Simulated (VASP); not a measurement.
# Si2W (I4/mmm) in VASP: a series of runs

Si2W is run at these levels: LDA; tasks: single point.

All numbers are computed with VASP 6.6.1; they aren't measurements. Logs are shortened: lines on timing, memory, paths and dates and some standing lists are left out, and cuts for length are marked.

### Step 1. The cell of the first run

It takes space group I4/mmm (No. 139, tetragonal). The conventional cell has a = 3.212 Å, b = 3.212 Å, c = 7.880 Å, α = 90.00°, β = 90.00°, γ = 90.00°. Si (site symmetry 4mm) has 9 Si at 2.62 to 3.21 Å and 5 W at 2.62 Å within 3.5 Å. Within 3.5 Å of W (site symmetry 4/mmm) lie 10 Si at 2.62 Å and 4 W at 3.21 Å.

### Step 2. Single point, LDA

INCAR reads:

```
SYSTEM = Si2W
PREC = Accurate
ENCUT = 520
EDIFF = 1E-6
ISMEAR = -1
SIGMA = 0.05
LREAL = .False.
LASPH = .True.
NELM = 80
ALGO = Normal
ISIF = 2
LWAVE = .False.
LCHARG = .False.
ISYM = 0
NBANDS = 18
```

KPOINTS reads:

```
regular mesh
0
Gamma
  11 11 14
  0 0 0
```

POSCAR reads:

```
Si2W
1.0
   -1.6060000000      1.6060000000      3.9400000000
    1.6060000000     -1.6060000000      3.9400000000
    1.6060000000      1.6060000000     -3.9400000000
Si W
2 1
Direct
    0.3330000000      0.3330000000      0.0000000000
    0.6670000000      0.6670000000      0.0000000000
    0.0000000000      0.0000000000      0.0000000000
```

Potentials or basis: VASP PAW LDA potentials, release 64 (Si, W_sv).

Command:

```sh
$ cat potpaw_LDA.64/Si/POTCAR potpaw_LDA.64/W_sv/POTCAR > POTCAR
$ mpirun -np 1 vasp_std > vasp.out
```

OUTCAR:

```text
SYSTEM = Si2W
   PREC = Accurate
   ENCUT = 520
   EDIFF = 1E-6
   ISMEAR = -1
   LREAL = .False.
   LASPH = .True.
   NELM = 80
   ISIF = 2
   ISYM = 0

 ion  position               nearest neighbor table
   1  0.333  0.333  0.000-   2 2.62   2 2.62   2 2.62   2 2.62   3 2.62   3 2.62   3 2.62   3 2.62
                             3 2.62   2 2.63
   2  0.667  0.667  0.000-   1 2.62   1 2.62   1 2.62   1 2.62   3 2.62   3 2.62   3 2.62   3 2.62
                             3 2.62   1 2.63
   3  0.000  0.000  0.000-   1 2.62   2 2.62   2 2.62   1 2.62   2 2.62   2 2.62   2 2.62   1 2.62
                             1 2.62   1 2.62

IMPORTANT INFORMATION: All symmetrisations will be switched off!
NOSYMM: (Re-)initialisation of all symmetry stuff for point group C_1.

----------------------------------------------------------------------------------------

                                     Primitive cell

  volume of cell :      40.6488

  direct lattice vectors                    reciprocal lattice vectors
    -1.606000000  1.606000000  3.940000000     0.000000000  0.311332503  0.126903553
     1.606000000 -1.606000000  3.940000000     0.311332503  0.000000000  0.126903553
     1.606000000  1.606000000 -3.940000000     0.311332503  0.311332503  0.000000000

  length of vectors
     4.547754611  4.547754611  4.547754611     0.336202973  0.336202973  0.440290648

  position of ions in fractional coordinates (direct lattice)
     0.333000000  0.333000000  0.000000000
     0.667000000  0.667000000  0.000000000
     0.000000000  0.000000000  0.000000000

  ion indices of the primitive-cell ions
   primitive index   ion index
                 1           1
                 2           2
                 3           3

----------------------------------------------------------------------------------------

 KPOINTS: regular mesh

Automatic generation of k-mesh.
 Grid dimensions read from file:
 generate k-points for:   11   11   14

 Generating k-lattice:

  Cartesian coordinates                     Fractional coordinates (reciprocal lattice)
     0.000000000  0.028302955  0.011536687     0.090909091  0.000000000  0.000000000
     0.028302955  0.000000000  0.011536687     0.000000000  0.090909091  0.000000000
     0.022238036  0.022238036  0.000000000     0.000000000  0.000000000  0.071428571

  Length of vectors
     0.030563907  0.030563907  0.031449332

  Shift w.r.t. Gamma in fractional coordinates (k-lattice)
     0.000000000  0.000000000  0.000000000

 -----------------------------------------------------------------------------
|                                                                             |
[... 69 lines left out ...]
   NELM   =     80;   NELMIN=  2; NELMDL= -5     # of ELM steps
   EDIFF  = 0.1E-05   stopping-criterion for ELM
   LREAL  =      F    real-space projection
   EDIFFG = 0.1E-04   stopping-criterion for IOM
   NSW    =      0    number of steps for IOM
   IBRION =     -1    ionic relax: 0-MD 1-quasi-New 2-CG
   NFREE  =      0    steps in history (QN), initial steepest desc. (CG)
   ISIF   =      2    stress and relaxation
   ISYM   =      0    0-nonsym 1-usesym 2-fastsym
   POTIM  = 0.5000    time-step for ionic-motion
   TEBEG  =    0.0;   TEEND  =   0.0 temperature during run
   PSTRESS=    0.0 pullay stress
   NELECT =      22.0000    total number of electrons
   NUPDOWN=      -1.0000    fix difference up-down
   EMIN   =  10.00;   EMAX   =-10.00  energy-range for DOS
   EFERMI =   0.00;   METHOD = LEGACY
   ISMEAR =    -1;   SIGMA  =   0.05  broadening in eV -4-tet -1-fermi 0-gaus
   EFERMI_NEDOS =   21; number of points for ismear=-14 and -15
   IALGO  =     38    algorithm
   IMIX   =      4    mixing-type and parameters
     AMIX     =   0.40;   BMIX     =  1.00
     AMIX_MAG =   1.60;   BMIX_MAG =  1.00
  volume/ion in A,a.u.               =      13.55        91.44
  Fermi-wavevector in a.u.,A,eV,Ry     =   1.334136  2.521151 24.217250  1.779918
  Thomas-Fermi vector in A             =   2.462940
   LORBIT       =      0    0 simple, 1 ext, 2 COOP (PROOUT), +10 PAW based schemes
   GGA     = CA    functional components
   LHFCALC =     F    Hartree Fock is set to
   AEXX    =    0.0000 exact exchange contribution
   IVDW    =     0    specifies the selected vdW correction
   LEPSILON=     F    determine dielectric tensor
   LRPA    =     F    only Hartree local field effects (RPA)
 non-spin polarized calculation
  energy-cutoff  :      520.00
  volume of cell :       40.65
 maximum number of plane-waves:      1124
 NGX is ok and might be reduce to    36
   NGX = 17   NGY = 17   NGZ = 17

 number of electron      21.9999999 magnetization

 Free energy of the ion-electron system (eV)
  ---------------------------------------------------
  ext. energy  EPLUGINS =         0.00000000
  ---------------------------------------------------
  free energy    TOTEN  =       -27.32932171 eV

  energy without entropy =      -27.32712359  energy(sigma->0) =      -27.32822265

 E-fermi :  11.8329     XC(G=0): -12.6237

 val. band max:       11.8281869257   @ k =   0.2727   0.2727   0.2143
 cond. band min:      11.8358628520   @ k =   0.3636  -0.2727   0.4286
 fundamental gap:      0.0076759263
 Fermi energy:        11.8329362192

 k-point     1 :       0.0000    0.0000    0.0000
  band No.  band energies     occupation
      1     -61.6070      2.00000
      2     -26.1391      2.00000
      3     -26.0884      2.00000
      4     -26.0883      2.00000
      5      -2.1548      2.00000
      6       5.0594      2.00000
[... 481 lines left out ...]
      5       1.4132      2.00000
      6       3.1404      2.00000
[... 10 lines left out ...]
     17      18.9474      0.00000
     18      20.1924      0.00000

 [... further k-points ...]
[... 5 lines left out ...]
  --------------------------------------------------------------------------------------
  -------------------------------------------------------------------------------------
  Total       -1.4049509     -1.4049510     -2.1938445      0.0115775      0.0004137      0.0004143
  in kB      -55.3763645    -55.3763683    -86.4707295      0.4563271      0.0163041      0.0163296
  external PRESSURE =     -65.7411541 kB  Pullay stress =       0.0000000 kB

 VOLUME and BASIS-vectors are now :
 -----------------------------------------------------------------------------
  energy-cutoff  :      520.00
  volume of cell :       40.65
      direct lattice vectors                 reciprocal lattice vectors
    -1.606000000  1.606000000  3.940000000     0.000000000  0.311332503  0.126903553
     1.606000000 -1.606000000  3.940000000     0.311332503  0.000000000  0.126903553
     1.606000000  1.606000000 -3.940000000     0.311332503  0.311332503  0.000000000

 POSITION                                       TOTAL-FORCE (eV/Angst)
 -----------------------------------------------------------------------------------
      0.00000      0.00000      2.62404        -0.000484     -0.000484      0.316112
      0.00000      0.00000      5.25596         0.000484      0.000484     -0.316112
      0.00000      0.00000      0.00000         0.000000      0.000000     -0.000000
 -----------------------------------------------------------------------------------
    total drift:                               -0.000000      0.000000      0.000000

  FREE ENERGIE OF THE ION-ELECTRON SYSTEM (eV)
  ---------------------------------------------------
  free  energy   TOTEN  =       -27.3293217126 eV

  energy  without entropy=      -27.3271235898  energy(sigma->0) =      -27.32822265
```

OSZICAR:

```text
N       E                     dE             d eps       ncg     rms          rms(c)
DAV:   1     0.128490203152E+03    0.12849E+03   -0.10869E+04 30536   0.123E+03
DAV:   2    -0.235720594101E+02   -0.15206E+03   -0.14838E+03 34844   0.320E+02
DAV:   3    -0.281719523553E+02   -0.45999E+01   -0.45352E+01 38246   0.500E+01
DAV:   4    -0.282150933369E+02   -0.43141E-01   -0.43071E-01 36386   0.503E+00
DAV:   5    -0.282155639110E+02   -0.47057E-03   -0.47055E-03 36076   0.564E-01    0.251E+01
DAV:   6    -0.274547207007E+02    0.76084E+00   -0.34432E+00 32828   0.129E+01    0.855E+00
DAV:   7    -0.273573721364E+02    0.97349E-01   -0.27998E-01 32540   0.295E+00    0.460E+00
DAV:   8    -0.273300725608E+02    0.27300E-01   -0.54095E-02 34404   0.171E+00    0.302E-01
DAV:   9    -0.273295008572E+02    0.57170E-03   -0.11826E-03 35494   0.280E-01    0.182E-01
DAV:  10    -0.273293277992E+02    0.17306E-03   -0.28874E-04 36272   0.151E-01    0.407E-02
DAV:  11    -0.273293217447E+02    0.60545E-05   -0.38518E-05 34354   0.455E-02    0.198E-02
DAV:  12    -0.273293217126E+02    0.32060E-07   -0.18288E-06 25230   0.891E-03
   1 F= -.27329322E+02 E0= -.27328223E+02  d E =-.219812E-02
```

Wall time 8.5 min (1 thread of Intel Xeon Platinum 8488C (Sapphire Rapids), shared host); peak memory 0.65 GiB.

Results:

```yaml
Free_energy: -27.3293 eV
Pressure: -6.6 GPa
Largest_force: 0.316 eV/Å
Band_gap_on_the_k_mesh: zero (band 11 reaches 12.53 eV, above the bottom of band 12 at 11.28 eV)
```

Forces in eV/Å, atoms in the order of the input:
```
Si   0.000  0.000  0.316
Si   0.000  0.000 -0.316
W    0.000  0.000  0.000
```

Levels at points of the mesh, in eV from the Fermi level:
```
           k point  band 8  band 9  band 10  band 11  band 12  band 13  band 14  band 15
(0.00, 0.00, 0.00)   -3.31   -2.84    -2.84     0.65     2.66     2.96     3.21     3.21
(0.00, 0.00, 0.50)   -5.54   -5.01    -3.27    -1.60     2.63     2.90     3.06     3.73
```

Caveat: spin-orbit coupling is left out, which moves the levels of the heavy elements.

### Step 3. Single point, LDA (zz strain of -1 %)

INCAR reads:

```
PREC = Accurate
ENCUT = 520
EDIFF = 1E-6
ISMEAR = -1
SIGMA = 0.05
LREAL = False
LASPH = True
NELM = 60
ALGO = Normal
ISIF = 2
LWAVE = False
LCHARG = False
ISYM = 0
NBANDS = 18
```

KPOINTS reads:

```
regular mesh
0
Gamma
  11 11 14
```

POSCAR reads:

```
Si2W
1.0
   -1.6060000000      1.6060000000      3.9006000000
    1.6060000000     -1.6060000000      3.9006000000
    1.6060000000      1.6060000000     -3.9006000000
Si W
2 1
Direct
    0.3330000000      0.3330000000      0.0000000000
    0.6670000000      0.6670000000      0.0000000000
    0.0000000000      0.0000000000      0.0000000000
```

Potentials or basis: VASP PAW LDA potentials, release 64 (Si, W_sv).

Command:

```sh
$ cat potpaw_LDA.64/Si/POTCAR potpaw_LDA.64/W_sv/POTCAR > POTCAR
$ mpirun -np 1 vasp_std > vasp.out
```

Wall time 4.3 min (1 thread of Intel Xeon 6975P-C (Granite Rapids), shared host); peak memory 0.63 GiB.

It converged, with:

| Item | Value |
| --- | --- |
| Free energy | -27.3443 eV |
| Pressure | -4.2 GPa |
| Largest force | 0.298 eV/Å |
| Band gap on the k mesh | zero (band 11 reaches 12.63 eV, above the bottom of band 12 at 11.43 eV) |

Forces on the atoms (eV/Å):
```
Si  -0.001 -0.001  0.298
Si   0.001  0.001 -0.298
W    0.000  0.000  0.000
```

Stress tensor (GPa, compression positive):
```
-4.61  0.05  0.01
 0.05 -4.61  0.01
 0.01  0.01 -3.30
```

Levels at points of the mesh, in eV from the Fermi level:
```tsv
k point	band 9	band 10	band 11	band 12	band 13	band 14
(0.00, 0.00, 0.00)	-2.91	-2.91	0.61	2.68	2.93	3.18
(0.00, 0.00, 0.50)	-5.06	-3.23	-1.60	2.78	2.90	3.09
```

Caveat: the cell differs from its parent crystal (zz strain of -1 %); spin-orbit coupling is left out, which moves the levels of the heavy elements.
